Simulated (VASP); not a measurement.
Runs of VASP 6.6.1 on Al. The structure is that of space group P6_3/mmc (No. 194), or close to it. The cells are those of the table. 

```tsv
task	level	potentials or basis	cell	cutoff (eV)	gap on the mesh (eV)	pressure (GPa)	relaxed volume (Å³/atom)
single point	PBEsol	VASP PAW PBE potentials, release 64 (Al)	a = 2.828, b = 2.828, c = 9.366 Å, angles 90.0, 90.0, 120.0°, 4 atoms	520	none	0.1	-
relaxation of cell and atoms	BLYP+D3(BJ)	VASP PAW PBE potentials, release 64 (Al)	relaxed from a = 2.827, b = 2.827, c = 9.186 Å, angles 90.0, 90.0, 120.0°, 4 atoms	600	none	0.1	15.53
relaxation of cell and atoms	PBEsol	VASP PAW PBE potentials, release 64 (Al)	relaxed from a = 2.827, b = 2.827, c = 9.186 Å, angles 90.0, 90.0, 120.0°, 4 atoms	600	none	-0.1	16.24
single point	BLYP+D3(BJ)	VASP PAW PBE potentials, release 64 (Al)	a = 2.785, b = 2.785, c = 9.239 Å, angles 90.0, 90.0, 120.0°, 4 atoms	520	none	(a)	-
single point	LDA	VASP PAW LDA potentials, release 64 (Al)	a = 2.806, b = 2.806, c = 9.295 Å, angles 90.0, 90.0, 120.0°, 4 atoms	520	none	0.1	-
```

Alike in all rows: no spin polarisation; k mesh 9 × 9 × 3; smearing fermi-dirac 0.1 eV.

Task: Fill in the values left out.

Result: (a) 0.2.

Caveats: the PAW data sets were made with another functional, which shifts forces and pressure a little (some runs); pairwise dispersion overbinds metals, which lowers pressure and volume (some runs).

A gap of «none» marks levels without a gap at the run's occupations.
